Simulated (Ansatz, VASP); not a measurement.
**Hf in VASP and in Ansatz**

Contents of INCAR:

```
SYSTEM = Hf
  ALGO = Normal
  EDIFF = 1E-7
  EDIFFG = -0.05
  ENCUT = 500
  GGA = PE
  GGA_COMPAT = .FALSE.
  IBRION = 2
  ISIF = 3
  ISMEAR = 0
  LASPH = .TRUE.
  LCHARG = .FALSE.
  LREAL = .FALSE.
  LWAVE = .FALSE.
  NELM = 120
  NELMIN = 4
  NSW = 80
  PREC = Accurate
  SIGMA = 0.1
```

KPOINTS

```
k-points
0
G
  6 6 6
  0 0 0
```

The input POSCAR:

```
Hf
1.0
    4.8742535849      0.0000000000      0.0000000000
   -2.4371267925      4.2212274290      0.0000000000
    0.0000000000      0.0000000000      3.0144378751
Hf
3
Direct
    0.0000000000      0.0000000000      0.0000000000
    0.3333333333      0.6666666667      0.5000000000
    0.6666666667      0.3333333333      0.5000000000
```

Input for Ansatz:

```yaml
crystal:
  lattice:
    - [4.8742535849, 0.0, 0.0]
    - [-2.4371267925, 4.221227429, 0.0]
    - [0.0, 0.0, 3.0144378751]
  atoms:
    - { symbol: Hf, position: [0.0, 0.0, 0.0] }
    - { symbol: Hf, position: [0.3333333333, 0.6666666667, 0.5] }
    - { symbol: Hf, position: [0.6666666667, 0.3333333333, 0.5] }
basis:
  ecutwfc: 420
kpoints:
  mp_grid: { grid: [6, 6, 6] }
hamiltonian:
  xc: pbe
scf:
  occupations: { method: gaussian, width: 0.1 }
output:
  forces: true
  stress: true
  eigenvalues: true
relax:
  adjacent_minimum: "off"
  f_tol: 0.05
  max_steps: 60
  cell: { stress_tol: 0.5 }
```

Alike in both runs: task relaxation of cell and atoms; functional PBE; k mesh 6 × 6 × 6; occupations gaussian, width 0.1 eV; no spin polarisation.

|  | VASP | Ansatz |
| --- | --- | --- |
| version | VASP 6.6.1 | Ansatz 0.2.0 |
| potentials or method | VASP PAW PBE potentials, release 64 (Hf_pv), cutoff 500 eV | scalar-relativistic, plane waves, PAW |
| valence electrons in the cell | 30 | 78 |

Ansatz gave:

| Property | Result |
| --- | --- |
| gap on the k mesh at the Fermi level, each at its own relaxed structure (eV) | none |
| relaxed volume (Å³/atom) | 22.33 |
| relaxed length of the cell vector where the two differ most in proportion (Å) | 4.989 |

Question: What did VASP give for the same quantities?

Answer: gap on the k mesh at the Fermi level, each at its own relaxed structure (eV): none; relaxed volume (Å³/atom): 22.27; relaxed length of the cell vector where the two differ most in proportion (Å): 4.985.

A gap of «none» marks a metal or a gap that the smearing closes. VASP's potentials hold 30 valence electrons a cell and Ansatz's 78, so a difference there can come from the potentials and not from the codes.

Neither program's run includes spin-orbit coupling.
